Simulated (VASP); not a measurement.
Here is a VASP 6.6.1 calculation.

INCAR

```
SYSTEM = MgMnNbO4
PREC     = Accurate       ! precision mode
ENCUT    = 600            ! plane-wave cutoff, eV
EDIFF    = 1E-6           ! SCF threshold, eV
ISMEAR   = -1             ! smearing method
SIGMA    = 0.05           ! smearing width, eV
LREAL    = .False.        ! projectors in reciprocal space
LASPH    = .True.         ! aspherical terms in the spheres
NELM     = 200            ! most SCF steps
ALGO     = Normal         ! electronic algorithm
ISIF     = 2              ! what is computed and relaxed
LWAVE    = .False.        ! write WAVECAR
LCHARG   = .False.        ! write CHGCAR
ISPIN    = 2              ! spin polarisation
MAGMOM   = 0 4 0 0 0 0 0  ! initial moments
LORBIT   = 11             ! projections on sites
LMAXMIX  = 4              ! l up to which the mixer works
GGA      = PE             ! functional
NBANDS   = 39             ! bands
GGA_COMPAT= .False.      
KPAR     = 4
```

File KPOINTS:

```
regular mesh
0
Gamma
  9 9 9
  0 0 0
```

POSCAR

```
MgMnNbO4
1.0
   -2.1262408491      2.1284835524      4.8377987134
    2.1262408491     -2.1284835524      4.8377987134
    2.1262408491      2.1284835524     -4.8377987134
Nb Mn Mg O
1 1 1 4
Direct
    0.0001230000      0.0001230000      0.0000000000
    0.7490940000      0.2490940000      0.5000000000
    0.2503950000      0.7503950000      0.5000000000
    0.7755000000      0.7755000000      0.0000000000
    0.0128660000      0.5128660000      0.5000000000
    0.2247700000      0.2247700000      0.0000000000
    0.4872520000      0.9872520000      0.5000000000
```

Potentials or basis: VASP PAW PBE potentials, release 64 (Nb_sv, Mn_pv, Mg, O).

Run with:

```bash
$ cat potpaw_PBE.64/Nb_sv/POTCAR potpaw_PBE.64/Mn_pv/POTCAR potpaw_PBE.64/Mg/POTCAR potpaw_PBE.64/O/POTCAR > POTCAR
$ mpirun -np 4 vasp_std > vasp.out
```

What does it give for the pressure?

-13.5 GPa.

Estimate the site moments.

Nb -0.67; Mn +4.29; Mg +0.00; O +0.04, +0.07 μB.

Forces on the atoms (eV/Å):
```
Nb   0.000  0.000  0.016
Mn   0.000  0.000 -0.036
Mg   0.000  0.000  0.007
O    0.000  0.000  0.451
O    0.000  0.000  0.031
O    0.000  0.000 -0.446
O    0.000  0.000 -0.024
```

Caveat: a cell with one magnetic atom can't hold antiferromagnetic order, which such compounds often take.
